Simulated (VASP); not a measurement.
# C (P-1) in VASP: a series of runs

C is run at these levels: PBE; tasks: single point.

The COD entry that gives the cell may itself be a prediction, so a difference from it is no test against experiment.

All numbers are computed with VASP 6.6.1; they aren't measurements. Logs are shortened: lines on timing, memory, paths and dates and some standing lists are left out, and cuts for length are marked.

## (1) The cell of the first run

The typed cell holds 12 atoms: a = 2.599 Å, b = 2.677 Å, c = 12.818 Å, α = 91.42°, β = 94.00°, γ = 122.97°.

## (2) Single point, PBE

The input, INCAR:

```
PREC = Accurate
ENCUT = 520
EDIFF = 1E-6
ISMEAR = 0
SIGMA = 0.05
LREAL = False
LASPH = True
NELM = 100
ALGO = Normal
ISIF = 2
LWAVE = False
LCHARG = False
GGA = PE
NBANDS = 36
```

The input, KPOINTS:

```
Automatic mesh
0
Gamma
  12 12 2
```

The input, POSCAR:

```
C
1.0
    2.5961621202     -0.0923780017     -0.0923780017
   -1.3780827563      2.2945313493     -0.0338126954
   -0.4555269730     -0.4555269730     12.8019858714
C
12
Direct
    0.0000000000      0.0000000000      0.1868593266
    0.0000000000      0.0000000000      0.6868593266
    0.0000000000      0.0000000000      0.3131406734
    0.0000000000      0.0000000000      0.8131406734
    0.3333333333      0.6666666667      0.5207665411
    0.6666666667      0.3333333333      0.0207665411
    0.3333333333      0.6666666667      0.9792334589
    0.6666666667      0.3333333333      0.4792334589
    0.3333333333      0.6666666667      0.6450950823
    0.6666666667      0.3333333333      0.1450950823
    0.3333333333      0.6666666667      0.8549049177
    0.6666666667      0.3333333333      0.3549049177
```

Potentials or basis: VASP PAW PBE potentials, release 64 (C).

On the command line:

```
$ cat potpaw_PBE.64/C/POTCAR > POTCAR
$ mpirun -np 1 vasp_std > vasp.out
```

OUTCAR:

```text
PREC = Accurate
   ENCUT = 520
   EDIFF = 1E-6
   ISMEAR = 0
   LREAL = False
   LASPH = True
   NELM = 100
   ISIF = 2
   GGA = PE

 ion  position               nearest neighbor table
   1  0.000  0.000  0.187-  10 1.56  10 1.60   3 1.62  10 1.62
   2  0.000  0.000  0.687-   9 1.50   4 1.62   9 1.63   9 1.65
   3  0.000  0.000  0.313-  12 1.50   1 1.62  12 1.63  12 1.65
   4  0.000  0.000  0.813-  11 1.56  11 1.60   2 1.62  11 1.62
   5  0.333  0.667  0.521-   8 1.50   9 1.59   8 1.63   8 1.65
   6  0.667  0.333  0.021-   7 1.56  10 1.59   7 1.60   7 1.62
   7  0.333  0.667  0.979-   6 1.56  11 1.59   6 1.60   6 1.62
   8  0.667  0.333  0.479-   5 1.50  12 1.59   5 1.63   5 1.65
   9  0.333  0.667  0.645-   2 1.50   5 1.59   2 1.63   2 1.65
  10  0.667  0.333  0.145-   1 1.56   6 1.59   1 1.60   1 1.62
  11  0.333  0.667  0.855-   4 1.56   7 1.59   4 1.60   4 1.62
  12  0.667  0.333  0.355-   3 1.50   8 1.59   3 1.63   3 1.65

  LATTYP: Found a triclinic cell.
 ALAT       =     2.6767759515
 B/A-ratio  =     0.9413362278
 C/A-ratio  =     4.8193266892
 COS(alpha) =     0.0062433229
 COS(beta)  =     0.1342819560
 COS(gamma) =     0.5009139769

  Lattice vectors:

 A1 = (  -1.3780827563,   2.2945313493,  -0.0338126954)
 A2 = (   1.2180793639,   2.2021533476,  -0.1261906971)
 A3 = (  -2.1406351472,   0.5479049747, -12.7096078697)

Analysis of symmetry for initial positions (statically):
=====================================================================
 Subroutine PRICEL returns:
 Original cell was already a primitive cell.

 Routine SETGRP: Setting up the symmetry group for a
 triclinic supercell.

 Subroutine GETGRP returns: Found  2 space group operations
 (whereof  2 operations were pure point group operations)
 out of a pool of  2 trial point group operations.

The static configuration has the point symmetry S_2 .

Analysis of symmetry for dynamics (positions and initial velocities):
=====================================================================
 Subroutine PRICEL returns:
 Original cell was already a primitive cell.

 Routine SETGRP: Setting up the symmetry group for a
 triclinic supercell.

 Subroutine GETGRP returns: Found  2 space group operations
 (whereof  2 operations were pure point group operations)
 out of a pool of  2 trial point group operations.
[... 128 lines left out ...]
   ISYM   =      2    0-nonsym 1-usesym 2-fastsym
   POTIM  = 0.5000    time-step for ionic-motion
   TEBEG  =    0.0;   TEEND  =   0.0 temperature during run
   PSTRESS=    0.0 pullay stress
   NELECT =      48.0000    total number of electrons
   NUPDOWN=      -1.0000    fix difference up-down
   EMIN   =  10.00;   EMAX   =-10.00  energy-range for DOS
   EFERMI =   0.00;   METHOD = LEGACY
   ISMEAR =     0;   SIGMA  =   0.05  broadening in eV -4-tet -1-fermi 0-gaus
   EFERMI_NEDOS =   21; number of points for ismear=-14 and -15
   IALGO  =     38    algorithm
   IMIX   =      4    mixing-type and parameters
     AMIX     =   0.40;   BMIX     =  1.00
     AMIX_MAG =   1.60;   BMIX_MAG =  1.00
  volume/ion in A,a.u.               =       6.20        41.86
  Fermi-wavevector in a.u.,A,eV,Ry     =   1.414367  2.672766 27.217549  2.000433
  Thomas-Fermi vector in A             =   2.535916
   LORBIT       =      0    0 simple, 1 ext, 2 COOP (PROOUT), +10 PAW based schemes
   GGA     = PE    functional components
   LHFCALC =     F    Hartree Fock is set to
   AEXX    =    0.0000 exact exchange contribution
   IVDW    =     0    specifies the selected vdW correction
   LEPSILON=     F    determine dielectric tensor
   LRPA    =     F    only Hartree local field effects (RPA)
 non-spin polarized calculation
 Gauss-broadening in eV      SIGMA  =   0.05
  energy-cutoff  :      520.00
  volume of cell :       74.44
 maximum number of plane-waves:      2037
   NGX =  9   NGY =  9   NGZ = 47

 number of electron      47.9999999 magnetization

 Free energy of the ion-electron system (eV)
  ---------------------------------------------------
  ext. energy  EPLUGINS =         0.00000000
  ---------------------------------------------------
  free energy    TOTEN  =      -106.87066312 eV

  energy without entropy =     -106.87066312  energy(sigma->0) =     -106.87066312

 E-fermi :   9.4325     XC(G=0): -12.8132

 val. band max:        9.1730148632   @ k =   0.0000   0.0000   0.0000
 cond. band min:      11.5648426387   @ k =   0.3333  -0.0000   0.0000
 fundamental gap:      2.3918277755
 Fermi energy:         9.4324616619

 k-point     1 :       0.0000    0.0000    0.0000
  band No.  band energies     occupation
      1     -11.8594      2.00000
      2     -11.1788      2.00000
      3     -11.1008      2.00000
      4      -9.0734      2.00000
      5      -9.0152      2.00000
      6      -6.6077      2.00000
[... 925 lines left out ...]
     35      17.5613      0.00000
     36      17.8891      0.00000

 [... further k-points ...]

------------------------ aborting loop because EDIFF is reached ----------------------------------------

  FORCE on cell =-STRESS in cart. coord.  units (eV):
  Direction    XX          YY          ZZ          XY          YZ          ZX
  --------------------------------------------------------------------------------------
  -------------------------------------------------------------------------------------
  Total      -13.1970469    -12.7989575    -13.3444143     14.9145098     13.9193429     14.0203201
  in kB     -284.0584909   -275.4898562   -287.2304835    321.0258455    299.6054757    301.7789491
  external PRESSURE =    -282.2596102 kB  Pullay stress =       0.0000000 kB

 VOLUME and BASIS-vectors are now :
 -----------------------------------------------------------------------------
  energy-cutoff  :      520.00
  volume of cell :       74.44
      direct lattice vectors                 reciprocal lattice vectors
     2.596162120 -0.092378002 -0.092378002     0.394424595  0.237220420  0.022475524
    -1.378082756  2.294531349 -0.033812695     0.016453226  0.445943018  0.016453226
    -0.455526973 -0.455526973 12.801985871     0.002889589  0.002889589  0.078318519

 POSITION                                       TOTAL-FORCE (eV/Angst)
 -----------------------------------------------------------------------------------
     -0.08512     -0.08512      2.39217         0.027015      0.052975     -0.045077
     -0.31288     -0.31288      8.79316         0.368700      0.283963      0.245440
     -0.14264     -0.14264      4.00882        -0.368700     -0.283963     -0.245440
     -0.37041     -0.37041     10.40982        -0.027015     -0.052975      0.045077
     -0.29056      1.26167      6.61351         0.152556      0.210007      0.248461
      1.26195      0.69380      0.19300         0.093093     -0.021102      0.030146
     -0.49940      1.05283     12.48280        -0.093093      0.021102     -0.030146
      1.05311      0.48495      6.06228        -0.152556     -0.210007     -0.248461
     -0.34719      1.20504      8.20516        -0.121745     -0.199771     -0.193338
      1.20532      0.63716      1.78465        -0.111983      0.024952      0.010014
     -0.44277      1.10946     10.89115         0.111983     -0.024952     -0.010014
      1.10975      0.54159      4.47063         0.121745      0.199771      0.193338
 -----------------------------------------------------------------------------------
    total drift:                               -0.000000      0.000000      0.000000

  FREE ENERGIE OF THE ION-ELECTRON SYSTEM (eV)
  ---------------------------------------------------
  free  energy   TOTEN  =      -106.8706631206 eV

  energy  without entropy=     -106.8706631206  energy(sigma->0) =     -106.87066312
```

OSZICAR:

```text
N       E                     dE             d eps       ncg     rms          rms(c)
DAV:   1     0.121936845248E+03    0.12194E+03   -0.25099E+04 10656   0.129E+03
DAV:   2    -0.100021707802E+03   -0.22196E+03   -0.20836E+03 13688   0.247E+02
DAV:   3    -0.109660169428E+03   -0.96385E+01   -0.95473E+01 14088   0.469E+01
DAV:   4    -0.109804597057E+03   -0.14443E+00   -0.14395E+00 14084   0.590E+00
DAV:   5    -0.109808020100E+03   -0.34230E-02   -0.34190E-02 13792   0.848E-01    0.122E+01
DAV:   6    -0.107598105929E+03    0.22099E+01   -0.15239E+00 12728   0.576E+00    0.723E+00
DAV:   7    -0.106866952167E+03    0.73115E+00   -0.20037E+00 12636   0.678E+00    0.142E+00
DAV:   8    -0.106870200169E+03   -0.32480E-02   -0.77532E-02 13472   0.134E+00    0.120E-01
DAV:   9    -0.106870528650E+03   -0.32848E-03   -0.16585E-03 14068   0.220E-01    0.531E-02
DAV:  10    -0.106870632509E+03   -0.10386E-03   -0.12874E-04 13028   0.647E-02    0.227E-02
DAV:  11    -0.106870661807E+03   -0.29297E-04   -0.27938E-05 13388   0.306E-02    0.430E-03
DAV:  12    -0.106870662810E+03   -0.10035E-05   -0.93057E-07 10100   0.667E-03    0.224E-03
DAV:  13    -0.106870663121E+03   -0.31054E-06   -0.58026E-07  8388   0.559E-03
   1 F= -.10687066E+03 E0= -.10687066E+03  d E =-.198426E-15
```

stdout:

```text
POSCAR found type information on POSCAR C
 POSCAR found :  1 types and      12 ions
 scaLAPACK will be used
 LDA part: xc-table for (Slater+PW92), standard interpolation
 POSCAR, INCAR and KPOINTS ok, starting setup
 FFT: planning ... GRIDC
 FFT: planning ... GRID_SOFT
 FFT: planning ... GRID
 WAVECAR not read
 entering main loop
```

Run time: 5.2 min. Hardware: 1 thread of Intel Xeon 6975P-C, shared host; peak memory 0.36 GiB.

Results:

| Item | Value |
| --- | --- |
| Free energy | -106.8707 eV |
| Pressure | -28.2 GPa |
| Largest force | 0.526 eV/Å |
| Band gap on the k mesh | 2.39 eV, indirect (least direct gap 3.50 eV) |

Forces on the atoms (eV/Å):
```
C    0.027  0.053 -0.045
C    0.369  0.284  0.245
C   -0.369 -0.284 -0.245
C   -0.027 -0.053  0.045
C    0.153  0.210  0.248
C    0.093 -0.021  0.030
C   -0.093  0.021 -0.030
C   -0.153 -0.210 -0.248
C   -0.122 -0.200 -0.193
C   -0.112  0.025  0.010
C    0.112 -0.025 -0.010
C    0.122  0.200  0.193
```

A k mesh can miss the band edges. As with any semilocal functional, this PBE gap is likely too small.

## (3) Single point, PBE

This run uses another cell than the first one, of 6.22 Å³/atom, 1.003 times its volume.

The input, INCAR:

```
SYSTEM = C
  PREC = Accurate
  ENCUT = 520
  EDIFF = 1E-7
  ISMEAR = 0
  SIGMA = 0.05
  LREAL = .FALSE.
  LASPH = .TRUE.
  NELM = 80
  ALGO = Normal
  ISIF = 2
  LWAVE = .FALSE.
  LCHARG = .TRUE.
  GGA = PE
  LELF = .TRUE.
  LVHAR = .TRUE.
  NBANDS = 36
```

The input, KPOINTS:

```
Automatic mesh
0
G
  12 12 2
  0 0 0
```

Edit POSCAR of step 2 so:

```diff
@@ -2,5 +2,5 @@
 1.0
-    2.5961621202     -0.0923780017     -0.0923780017
-   -1.3780827563      2.2945313493     -0.0338126954
-   -0.4555269730     -0.4555269730     12.8019858714
+    2.5961621202     -0.0462520145     -0.0462520145
+   -1.3381364796      2.2714683557     -0.0169294123
+   -0.2280742143     -0.2280742143     12.8019858714
 C
```

Potentials or basis: VASP PAW PBE potentials, release 64 (C).

On the command line:

```
$ cat potpaw_PBE.64/C/POTCAR > POTCAR
$ mpirun -np 1 vasp_std > vasp.out
```

It took 5.4 min on 1 thread of Intel Xeon 6975P-C, shared host; peak memory 0.36 GiB.

It converged, with:

```yaml
Free_energy: -108.0075 eV
Pressure: -31.2 GPa
Largest_force: 0.125 eV/Å
Band_gap_on_the_k_mesh: 3.40 eV, indirect (least direct gap 4.46 eV)
```

Forces in eV/Å, atoms in the order of the input:
```
C    0.028  0.029 -0.055
C    0.091  0.084  0.016
C   -0.091 -0.084 -0.016
C   -0.028 -0.029  0.055
C    0.008  0.044  0.057
C    0.032 -0.011  0.002
C   -0.032  0.011 -0.002
C   -0.008 -0.044 -0.057
C    0.003 -0.042 -0.032
C   -0.041  0.011  0.019
C    0.041 -0.011 -0.019
C   -0.003  0.042  0.032
```

Stress tensor (GPa, compression positive):
```
-31.29  15.97  15.05
 15.97 -31.02  15.02
 15.05  15.02 -31.43
```

Levels at points of the mesh, in eV from the valence-band top:
```tsv
k point	band 21	band 22	band 23	band 24	band 25	band 26	band 27	band 28
(0.00, 0.00, 0.00)	-1.02	-0.53	-0.31	0.00	4.46	4.87	5.04	5.44
(0.50, 0.00, 0.00)	-4.27	-4.24	-3.35	-3.19	3.53	4.14	4.26	4.65
(0.00, 0.50, 0.00)	-3.97	-3.95	-3.40	-2.89	4.13	4.66	4.79	4.81
(0.50, 0.50, 0.00)	-3.69	-3.66	-3.50	-2.62	4.75	4.86	5.34	5.36
(0.00, 0.00, 0.50)	-0.72	-0.65	-0.44	-0.32	4.68	4.83	5.33	5.39
(0.50, 0.00, 0.50)	-4.20	-3.59	-3.43	-3.27	3.64	3.78	4.46	4.92
(0.00, 0.50, 0.50)	-4.11	-3.36	-3.30	-3.11	4.25	4.36	4.59	5.45
(0.50, 0.50, 0.50)	-3.88	-3.58	-2.98	-2.89	4.88	4.89	4.94	5.35
```

A k mesh can miss the band edges. Expect the measured gap to be larger: semilocal functionals such as PBE lack the derivative discontinuity.
